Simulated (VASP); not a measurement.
# K3SrAg3 (Pm-3m) in VASP: notebook

K3SrAg3 is run at these levels: PBE; tasks: relaxation of cell and atoms, single point.

All numbers are computed with VASP 6.6.1; they aren't measurements. Logs are shortened: lines on timing, memory, paths and dates and some standing lists are left out, and cuts for length are marked.

**1. The cell of the first run**

It takes space group Pm-3m (No. 221, cubic). The conventional cell has a = 5.954 Å, b = 5.954 Å, c = 5.954 Å, α = 90.00°, β = 90.00°, γ = 90.00°. Within 3.9 Å of K (site symmetry 4/mmm) lie 2 Sr at 2.98 Å and 4 Ag at 2.98 Å. Within 3.9 Å of Sr (site symmetry m-3m) lie 6 K at 2.98 Å. Within 3.9 Å of Ag (site symmetry 4/mmm) lie 4 K at 2.98 Å.

The cell was generated, and may not be a known phase.

**2. Relaxation of cell and atoms, PBE**

Contents of INCAR:

```
PREC = Accurate ; ENCUT = 600
EDIFF = 1E-6 ; ISMEAR = 0
SIGMA = 0.1 ; LREAL = False
LASPH = True ; NELM = 60
ALGO = Normal ; ISIF = 3
LWAVE = False ; LCHARG = False
GGA = PE ; IBRION = 2
NSW = 90 ; EDIFFG = -0.04
```

Contents of KPOINTS:

```
regular mesh
0
Gamma
  4 4 4
```

Contents of POSCAR:

```
K3SrAg3
1.0
    5.9537790200      0.0000000000      0.0000000000
    0.0000000000      5.9537790200      0.0000000000
    0.0000000000      0.0000000000      5.9537790200
K Sr Ag
3 1 3
Direct
    0.0000000000      0.5000000000      0.5000000000
    0.5000000000      0.5000000000      0.0000000000
    0.5000000000      0.0000000000      0.5000000000
    0.5000000000      0.5000000000      0.5000000000
    0.0000000000      0.5000000000      0.0000000000
    0.5000000000      0.0000000000      0.0000000000
    0.0000000000      0.0000000000      0.5000000000
```

Potentials or basis: VASP PAW PBE potentials, release 64 (K_sv, Sr_sv, Ag).

Run with:

```console
cat potpaw_PBE.64/K_sv/POTCAR potpaw_PBE.64/Sr_sv/POTCAR potpaw_PBE.64/Ag/POTCAR > POTCAR
mpirun -np 1 vasp_std > vasp.out
```

OUTCAR:

```text
PREC = Accurate
   ENCUT = 600
   EDIFF = 1E-6
   ISMEAR = 0
   LREAL = False
   LASPH = True
   NELM = 60
   ISIF = 3
   GGA = PE
   IBRION = 2
   NSW = 90
   EDIFFG = -0.04

 ion  position               nearest neighbor table
   1  0.000  0.500  0.500-   4 2.98   5 2.98   7 2.98   5 2.98   7 2.98   4 2.98
   2  0.500  0.500  0.000-   4 2.98   5 2.98   6 2.98   4 2.98   6 2.98   5 2.98
   3  0.500  0.000  0.500-   4 2.98   6 2.98   7 2.98   6 2.98   4 2.98   7 2.98
   4  0.500  0.500  0.500-   1 2.98   2 2.98   3 2.98   2 2.98   3 2.98   1 2.98   5 4.21   5 4.21
                             6 4.21   6 4.21   6 4.21   7 4.21   6 4.21   7 4.21   5 4.21   7 4.21
   5  0.000  0.500  0.000-   1 2.98   2 2.98   1 2.98   2 2.98   4 4.21   4 4.21   4 4.21   4 4.21

   6  0.500  0.000  0.000-   2 2.98   3 2.98   3 2.98   2 2.98   4 4.21   4 4.21   4 4.21   4 4.21

   7  0.000  0.000  0.500-   1 2.98   3 2.98   1 2.98   3 2.98   4 4.21   4 4.21   4 4.21   4 4.21

  LATTYP: Found a simple cubic cell.
 ALAT       =     5.9537790200

  Lattice vectors:

 A1 = (   5.9537790200,   0.0000000000,   0.0000000000)
 A2 = (   0.0000000000,   5.9537790200,   0.0000000000)
 A3 = (   0.0000000000,   0.0000000000,   5.9537790200)

Analysis of symmetry for initial positions (statically):
=====================================================================
 Subroutine PRICEL returns:
 Original cell was already a primitive cell.

 Routine SETGRP: Setting up the symmetry group for a
 simple cubic supercell.

 Subroutine GETGRP returns: Found 48 space group operations
 (whereof 48 operations were pure point group operations)
 out of a pool of 48 trial point group operations.

The static configuration has the point symmetry O_h .

Analysis of symmetry for dynamics (positions and initial velocities):
=====================================================================
 Subroutine PRICEL returns:
 Original cell was already a primitive cell.

 Routine SETGRP: Setting up the symmetry group for a
 simple cubic supercell.

 Subroutine GETGRP returns: Found 48 space group operations
 (whereof 48 operations were pure point group operations)
 out of a pool of 48 trial point group operations.

The dynamic configuration has the point symmetry O_h .

 Subroutine INISYM returns: Found 48 space group operations
 (whereof 48 operations are pure point group operations),
 and found     1 'primitive' translations

----------------------------------------------------------------------------------------

                                     Primitive cell

  volume of cell :     211.0465

  direct lattice vectors                    reciprocal lattice vectors
     5.953779020  0.000000000  0.000000000     0.167960550  0.000000000  0.000000000
     0.000000000  5.953779020  0.000000000     0.000000000  0.167960550  0.000000000
     0.000000000  0.000000000  5.953779020     0.000000000  0.000000000  0.167960550

  length of vectors
     5.953779020  5.953779020  5.953779020     0.167960550  0.167960550  0.167960550

  position of ions in fractional coordinates (direct lattice)
     0.000000000  0.500000000  0.500000000
     0.500000000  0.500000000  0.000000000
     0.500000000  0.000000000  0.500000000
     0.500000000  0.500000000  0.500000000
     0.000000000  0.500000000  0.000000000
     0.500000000  0.000000000  0.000000000
     0.000000000  0.000000000  0.500000000

  ion indices of the primitive-cell ions
   primitive index   ion index
                 1           1
                 2           2
                 3           3
                 4           4
                 5           5
                 6           6
                 7           7

----------------------------------------------------------------------------------------

 KPOINTS: regular mesh

Automatic generation of k-mesh.
 Grid dimensions read from file:
 generate k-points for:    4    4    4

 Generating k-lattice:

  Cartesian coordinates                     Fractional coordinates (reciprocal lattice)
     0.041990138  0.000000000  0.000000000     0.250000000  0.000000000  0.000000000
     0.000000000  0.041990138  0.000000000     0.000000000  0.250000000  0.000000000
     0.000000000  0.000000000  0.041990138     0.000000000  0.000000000  0.250000000

  Length of vectors
     0.041990138  0.041990138  0.041990138

  Shift w.r.t. Gamma in fractional coordinates (k-lattice)
     0.000000000  0.000000000  0.000000000

 Subroutine IBZKPT returns following result:
 ===========================================

 Found     10 irreducible k-points:

 Following reciprocal coordinates:
            Coordinates               Weight
  0.000000  0.000000  0.000000      1.000000
  0.250000  0.000000  0.000000      6.000000
  0.500000  0.000000  0.000000      3.000000
  0.250000  0.250000  0.000000     12.000000
  0.500000  0.250000  0.000000     12.000000
  0.500000  0.500000  0.000000      3.000000
  0.250000  0.250000  0.250000      8.000000
  0.500000  0.250000  0.250000     12.000000
  0.500000  0.500000  0.250000      6.000000
  0.500000  0.500000  0.500000      1.000000
   k-points           NKPTS =     10   k-points in BZ     NKDIM =     10   number of bands    NBANDS=     42
   number of dos      NEDOS =    301   number of ions     NIONS =      7
   total plane-waves  NPLWV = 110592
   dimension x,y,z NGX =    48 NGY =   48 NGZ =   48
   dimension x,y,z NGXF=    96 NGYF=   96 NGZF=   96
   ions per type =               3   1   3
   NGX,Y,Z   is equivalent  to a cutoff of  13.40, 13.40, 13.40 a.u.
   NGXF,Y,Z  is equivalent  to a cutoff of  26.81, 26.81, 26.81 a.u.
 SYSTEM =  unknown system
   PREC   = accura    normal or accurate (medium, high low for compatibility)
   ISTART =      0    job   : 0-new  1-cont  2-samecut
   ICHARG =      2    charge: 1-file 2-atom 10-const
   ISPIN  =      1    spin polarized calculation?
   LNONCOLLINEAR =      F non collinear calculations
   LSORBIT =      F    spin-orbit coupling
   LASPH  =      T    aspherical Exc in radial PAW
   ENCUT  =  600.0 eV  44.10 Ry    6.64 a.u.  11.89 11.89 11.89*2*pi/ulx,y,z
   NELM   =     60;   NELMIN=  2; NELMDL= -5     # of ELM steps
   EDIFF  = 0.1E-05   stopping-criterion for ELM
   LREAL  =      F    real-space projection
   EDIFFG = -.4E-01   stopping-criterion for IOM
   NSW    =     90    number of steps for IOM
   IBRION =      2    ionic relax: 0-MD 1-quasi-New 2-CG
   NFREE  =      1    steps in history (QN), initial steepest desc. (CG)
   ISIF   =      3    stress and relaxation
   ISYM   =      2    0-nonsym 1-usesym 2-fastsym
   POTIM  = 0.5000    time-step for ionic-motion
   TEBEG  =    0.0;   TEEND  =   0.0 temperature during run
   PSTRESS=    0.0 pullay stress
   NELECT =      70.0000    total number of electrons
   NUPDOWN=      -1.0000    fix difference up-down
   EMIN   =  10.00;   EMAX   =-10.00  energy-range for DOS
   EFERMI =   0.00;   METHOD = LEGACY
   ISMEAR =     0;   SIGMA  =   0.10  broadening in eV -4-tet -1-fermi 0-gaus
   EFERMI_NEDOS =   21; number of points for ismear=-14 and -15
   IALGO  =     38    algorithm
   IMIX   =      4    mixing-type and parameters
     AMIX     =   0.40;   BMIX     =  1.00
     AMIX_MAG =   1.60;   BMIX_MAG =  1.00
  volume/ion in A,a.u.               =      30.15       203.46
  Fermi-wavevector in a.u.,A,eV,Ry     =   1.133221  2.141478 17.472478  1.284191
  Thomas-Fermi vector in A             =   2.269924
   LORBIT       =      0    0 simple, 1 ext, 2 COOP (PROOUT), +10 PAW based schemes
   GGA     = PE    functional components
   LHFCALC =     F    Hartree Fock is set to
   AEXX    =    0.0000 exact exchange contribution
   IVDW    =     0    specifies the selected vdW correction
   LEPSILON=     F    determine dielectric tensor
   LRPA    =     F    only Hartree local field effects (RPA)
 conjugate gradient relaxation of ions
 non-spin polarized calculation
 Gauss-broadening in eV      SIGMA  =   0.10
  energy-cutoff  :      600.00
  volume of cell :      211.05
 maximum number of plane-waves:      7088
 NGX is ok and might be reduce to    48
   NGX = 23   NGY = 23   NGZ = 23

--------------------------------------- Ionic step        1  -------------------------------------------

 number of electron      70.0000009 magnetization

 Free energy of the ion-electron system (eV)
  ---------------------------------------------------
  ext. energy  EPLUGINS =         0.00000000
  ---------------------------------------------------
  free energy    TOTEN  =        -4.98002877 eV

  energy without entropy =       -4.94323193  energy(sigma->0) =       -4.96163035

------------------------ aborting loop because EDIFF is reached ----------------------------------------

  FORCE on cell =-STRESS in cart. coord.  units (eV):
  Direction    XX          YY          ZZ          XY          YZ          ZX
  --------------------------------------------------------------------------------------
  -------------------------------------------------------------------------------------
  Total       12.1398954     12.1398954     12.1398954      0.0000000      0.0000000     -0.0000000
  in kB       92.1610458     92.1610458     92.1610458      0.0000000      0.0000000     -0.0000000
  external PRESSURE =      92.1610458 kB  Pullay stress =       0.0000000 kB
[... 67 lines left out ...]
  energy  without entropy=       -7.2170363707  energy(sigma->0) =       -7.22598994

--------------------------------------- Ionic step        3  -------------------------------------------

 number of electron      70.0000043 magnetization

 E-fermi :   0.2867     XC(G=0):  -6.6311

 val. band max:        0.2248406524   @ k =   0.5000   0.0000   0.0000
 cond. band min:       0.3218073339   @ k =   0.5000   0.5000   0.5000
 fundamental gap:      0.0969666815
 Fermi energy:         0.2867198403

 k-point     1 :       0.0000    0.0000    0.0000
  band No.  band energies     occupation
      1     -37.6681      2.00000
      2     -31.1646      2.00000
      3     -31.1634      2.00000
      4     -31.1634      2.00000
      5     -19.6501      2.00000
      6     -19.6501      2.00000
[... 518 lines left out ...]
  energy  without entropy=       -8.5720844309  energy(sigma->0) =       -8.57377467

--------------------------------------- Ionic step        5  -------------------------------------------

 number of electron      69.9999987 magnetization

 Free energy of the ion-electron system (eV)
  ---------------------------------------------------
  ext. energy  EPLUGINS =         0.00000000
  ---------------------------------------------------
  free energy    TOTEN  =        -8.58213290 eV

  energy without entropy =       -8.57940426  energy(sigma->0) =       -8.58076858

 E-fermi :  -0.1393     XC(G=0):  -6.2447

 val. band max:       -0.2467407244   @ k =   0.5000   0.0000   0.0000
 cond. band min:      -0.0502860414   @ k =   0.5000   0.5000   0.5000
 fundamental gap:      0.1964546830
 Fermi energy:        -0.1392848909

 k-point     1 :       0.0000    0.0000    0.0000
  band No.  band energies     occupation
      1     -38.1062      2.00000
      2     -31.6604      2.00000
      3     -31.6597      2.00000
      4     -31.6597      2.00000
      5     -20.0729      2.00000
      6     -20.0729      2.00000
[... 473 lines left out ...]
  FREE ENERGIE OF THE ION-ELECTRON SYSTEM (eV)
  ---------------------------------------------------
  free  energy   TOTEN  =        -8.5821329048 eV

  energy  without entropy=       -8.5794042591  energy(sigma->0) =       -8.58076858

 reached required accuracy - stopping structural energy minimisation
```

Run time: 14 min. Hardware: 1 thread of Intel Xeon 8259CL, shared host; peak memory 0.4 GiB.

What came out:

```yaml
Free_energy: -8.5821 eV
Relaxed_volume: 58.17 Å³/atom
Relaxed_cell: a = 7.412 Å, b = 7.412 Å, c = 7.412 Å, α = 90.00°, β = 90.00°, γ = 90.00°
Space_group_after_relaxing_to_0.1_Å: Pm-3m (No. 221)
Energy_gained_by_relaxing: 514.6 meV/atom
Ionic_steps: 5
Pressure_after_relaxing: 0.0 GPa
```

Step by step:
| step | energy change (eV) | largest force (eV/Å) | pressure (GPa) | volume (Å³) |
| --- | --- | --- | --- | --- |
| 1 | 0.0000 | 0.0000 | 9.22 | 211.05 |
| 2 | -2.2549 | 0.0000 | 4.17 | 268.57 |
| 3 | -3.5066 | 0.0000 | 0.73 | 361.99 |
| 4 | -3.5954 | 0.0000 | 0.17 | 394.82 |
| 5 | -3.6021 | 0.0000 | 0.01 | 407.21 |

Final structure:
```cif
data_structure
_symmetry_space_group_name_H-M 'P 1'
_symmetry_Int_Tables_number 1
_cell_length_a 7.4121
_cell_length_b 7.4121
_cell_length_c 7.4121
_cell_angle_alpha 90.000
_cell_angle_beta 90.000
_cell_angle_gamma 90.000
_cell_volume 407.21
loop_
_atom_site_label
_atom_site_type_symbol
_atom_site_fract_x
_atom_site_fract_y
_atom_site_fract_z
_atom_site_occupancy
K1 K 0.00000 0.50000 0.50000 1
K2 K 0.50000 0.50000 0.00000 1
K3 K 0.50000 0.00000 0.50000 1
Sr1 Sr 0.50000 0.50000 0.50000 1
Ag1 Ag 0.00000 0.50000 0.00000 1
Ag2 Ag 0.50000 0.00000 0.00000 1
Ag3 Ag 0.00000 0.00000 0.50000 1
```

Caveat: the volume moved by over 15 % at a fixed basis, so the end points are rough.

**3. Single point, PBE**

This run uses another cell than the first one, of 59.24 Å³/atom.

Contents of INCAR:

```
  PREC = Accurate
  ENCUT = 520
  EDIFF = 1E-7
  ISMEAR = 0
  SIGMA = 0.01
  LREAL = False
  LASPH = True
  NELM = 100
  ALGO = Normal
  ISIF = 2
  LWAVE = False
  LCHARG = True
  GGA = PE
  LELF = True
  LVHAR = True
  NBANDS = 44
```

Contents of KPOINTS:

```
Automatic mesh
0
Gamma
  6 6 6
```

Changes to POSCAR since step 2:

```diff
@@ -2,5 +2,5 @@
 1.0
-    5.9537790200      0.0000000000      0.0000000000
-    0.0000000000      5.9537790200      0.0000000000
-    0.0000000000      0.0000000000      5.9537790200
+    7.4569569657      0.0000000000      0.0000000000
+    0.0000000000      7.4569569657      0.0000000000
+    0.0000000000      0.0000000000      7.4569569657
 K Sr Ag
```

Potentials or basis: VASP PAW PBE potentials, release 64 (K_sv, Sr_sv, Ag).

Run with:

```console
cat potpaw_PBE.64/K_sv/POTCAR potpaw_PBE.64/Sr_sv/POTCAR potpaw_PBE.64/Ag/POTCAR > POTCAR
mpirun -np 1 vasp_std > vasp.out
```

It took 14 min on 1 thread of Intel Xeon 8259CL, shared host; peak memory 0.63 GiB.

It converged, with:

```
Free energy : -8.6305 eV
Pressure    : 0.0 GPa
```

Levels at points of the mesh, in eV from the Fermi level:
```
           k point  band 32  band 33  band 34  band 35  band 36  band 37  band 38  band 39
(0.00, 0.00, 0.00)    -2.29    -0.41    -0.41    -0.08     1.07     1.07     1.07     1.09
(0.50, 0.00, 0.00)    -1.81    -1.38    -0.10    -0.05     0.71     0.86     0.86     1.10
(0.50, 0.50, 0.00)    -1.19    -0.95    -0.95    -0.75     0.94     0.94     1.14     1.31
(0.50, 0.50, 0.50)    -0.63    -0.63    -0.63    -0.63     0.15     0.15     0.15     1.62
```
